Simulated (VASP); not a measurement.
Write the native input for VASP 6.6.1 that does the following.

```
Task                   : single point
Functional             : PBEsol
Potentials or basis    : VASP PAW PBE potentials, release 64 (Cu)
Cutoff                 : 520 eV
k mesh                 : 24 × 24 × 24
Occupations            : gaussian, width 0.15 eV
Spin                   : no spin polarisation
Dipole correction      : no
Further INCAR settings : ALGO = Normal; EDIFF = 1e-07; NBANDS = 12
```

The structure of Cu lies in POSCAR:

```
Cu
1.0
   -1.3706536540      1.3706536540      1.3072773775
    1.3706536540     -1.3706536540      1.3072773775
    1.3706536540      1.3706536540     -1.3072773775
Cu
1
Direct
    0.0000000000      0.0000000000      0.0000000000
```

This cell differs from its parent crystal: strain -0.050 along x and y, -0.050 along z.

One way to write it, as run:

INCAR

```
PREC     = Accurate       # precision mode
ENCUT    = 520            # plane-wave cutoff, eV
EDIFF    = 1E-7           # SCF threshold, eV
ISMEAR   = 0              # smearing method
SIGMA    = 0.15           # smearing width, eV
LREAL    = F              # projectors in reciprocal space
LASPH    = T              # aspherical terms in the spheres
NELM     = 100            # most SCF steps
ALGO     = Normal         # electronic algorithm
ISIF     = 2              # what is computed and relaxed
LWAVE    = F              # write WAVECAR
LCHARG   = F              # write CHGCAR
GGA      = PS             # functional
NBANDS   = 12             # bands
```

KPOINTS

```
Automatic mesh
0
Gamma
  24 24 24
```

Potentials or basis: VASP PAW PBE potentials, release 64 (Cu).

Run with:

```console
$ cat potpaw_PBE.64/Cu/POTCAR > POTCAR
$ mpirun -np 1 vasp_std > vasp.out
```

It gave:

The pressure is 35.3 GPa and the band gap on the k mesh is zero (an odd number of electrons rules out a gap without spin polarisation).

Caveat: the cell differs from its parent crystal (strain -0.050 along x and y, -0.050 along z); the cell stands under pressure; the PAW data sets were made with another functional, which shifts forces and pressure a little.

It took 93 s on 1 thread of Intel Xeon 8259CL, with other jobs on the host, peak memory 0.23 GiB.
